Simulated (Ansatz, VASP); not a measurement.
# WSe2 in VASP and in Ansatz

Contents of INCAR:

```
SYSTEM = WSe2
  PREC = Accurate
  ENCUT = 520
  EDIFF = 1E-6
  ISMEAR = 0
  SIGMA = 0.05
  LREAL = .False.
  LASPH = .True.
  NELM = 80
  ALGO = Normal
  ISIF = 2
  LWAVE = .False.
  LCHARG = .False.
  GGA = PE
  NBANDS = 20
```

The input KPOINTS:

```
regular mesh
0
Gamma
  24 24 1
  0 0 0
```

The input POSCAR:

```
WSe2
1.0
    3.3178488600      0.0000000000      0.0000000000
   -1.6589244300      2.8733414000      0.0000000000
    0.0000000000      0.0000000000     16.3254055300
W Se
1 2
Direct
    0.0000000000      0.0000000000      0.5000000000
    0.3333333300      0.6666666700      0.6018851800
    0.3333333300      0.6666666700      0.3981148200
```

Input for Ansatz:

```yaml
crystal:
  lattice:
    - [3.31784886, 0.0, 0.0]
    - [-1.65892443, 2.8733414, 0.0]
    - [0.0, 0.0, 16.32540553]
  atoms:
    - { symbol: W, position: [0.0, 0.0, 0.5] }
    - { symbol: Se, position: [0.33333333, 0.66666667, 0.60188518] }
    - { symbol: Se, position: [0.33333333, 0.66666667, 0.39811482] }
basis:
  ecutwfc: 420
kpoints:
  mp_grid: { grid: [24, 24, 1] }
hamiltonian:
  xc: pbe
scf:
  occupations: { method: gaussian, width: 0.05 }
output:
  forces: true
  eigenvalues: true
  eigenstates:
    nscf_kmesh: { grid: [72, 72, 1] }
    top_band: c6
    de_dk: true
    localisation: true
checkpoint:
  write: ck
  compress: false
  write_wavefunctions: false
  write_every: 100000
```

Alike in both runs: task single point; functional PBE; k mesh 24 × 24 × 1; occupations gaussian, width 0.05 eV; no spin polarisation.

```csv
,VASP,Ansatz
version,VASP 6.6.1,Ansatz 0.2.0
potentials or method,"VASP PAW PBE potentials, release 64 (W_sv, Se), cutoff 520 eV","scalar-relativistic, plane waves, PAW"
valence electrons in the cell,26,46
```

VASP gave:

| Item | Value |
| --- | --- |
| gap on the k mesh at the Fermi level (eV) | 1.52 |
| rms of the force components (eV/Å) | 0.151 |

Problem. Which values does Ansatz return?

Solution. gap on the k mesh at the Fermi level (eV): 1.53; rms of the force components (eV/Å): 0.129.

Atom by atom the forces differ by 0.022 eV/Å (rms over components). VASP's potentials hold 26 valence electrons a cell and Ansatz's 46, so a difference there can come from the potentials and not from the codes.

Neither program's run includes spin-orbit coupling.
